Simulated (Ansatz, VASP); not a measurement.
ZnSnN2 in VASP and in Ansatz

```
Zn Sn N
1.0
     4.05232    0.00000    0.00000
    -2.02616    3.50942    0.00000
     0.00000    0.00000    4.79445
Zn Sn N
1 1 2
Direct
  0.00000 0.00000 0.00000
  0.66667 0.33333 0.00000
  0.00000 0.00000 0.63770
  0.00000 0.00000 0.36230
```

Alike in both runs: task single point; functional PBE; k mesh 6 × 6 × 4; occupations gaussian, width 0.1 eV; no spin polarisation.

|  | VASP | Ansatz |
| --- | --- | --- |
| version | VASP 6.6.1 | Ansatz 0.2.0 |
| potentials or method | VASP PAW PBE potentials, release 64 (Zn, Sn_d, N), cutoff 520 eV | scalar-relativistic, plane waves, PAW |
| valence electrons in the cell | 36 | 36 |

Ansatz gave:

* gap on the k mesh at the Fermi level (eV): none
* pressure (GPa): 23.8
* traceless stress, the component that is largest in VASP (GPa): -6.41
* rms of the force components (eV/Å): 3.599

Task: Which values does VASP return?

Result: gap on the k mesh at the Fermi level (eV): none; pressure (GPa): 24.2; traceless stress, the component that is largest in VASP (GPa): -5.70; rms of the force components (eV/Å): 3.625.

Atom by atom the forces differ by 0.026 eV/Å (rms over components). A gap of «none» marks a metal or a gap that the smearing closes.
